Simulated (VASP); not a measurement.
A run of VASP 6.6.1 is set up as follows.

File INCAR:

```
PREC     = Accurate       # precision mode
ENCUT    = 520            # plane-wave cutoff, eV
EDIFF    = 1E-6           # SCF threshold, eV
ISMEAR   = 0              # smearing method
SIGMA    = 0.1            # smearing width, eV
LREAL    = False          # projectors in reciprocal space
LASPH    = True           # aspherical terms in the spheres
NELM     = 80             # most SCF steps
ALGO     = Normal         # electronic algorithm
ISIF     = 2              # what is computed and relaxed
LWAVE    = False          # write WAVECAR
LCHARG   = True           # write CHGCAR
GGA      = CA             # functional
LELF     = True           # ELF
LVHAR    = True         
NBANDS   = 19             # bands
```

KPOINTS

```
Automatic mesh
0
Gamma
  12 12 7
```

File POSCAR:

```
Zr
1.0
    3.1427549199      0.0000000000      0.0000000000
   -1.5713774599      2.7217055985      0.0000000000
    0.0000000000      0.0000000000      5.0916409272
Zr
2
Direct
    0.3333333333      0.6666666667      0.2500000000
    0.6666666667      0.3333333333      0.7500000000
```

Potentials or basis: VASP PAW LDA potentials, release 64 (Zr_sv).

Command:

```console
$ cat potpaw_LDA.64/Zr_sv/POTCAR > POTCAR
$ mpirun -np 1 vasp_std > vasp.out
```

Estimate the pressure.

0.2 GPa.

Estimate the band gap on the k mesh.

zero (bands 12 and 13 overlap by 1.15 eV).
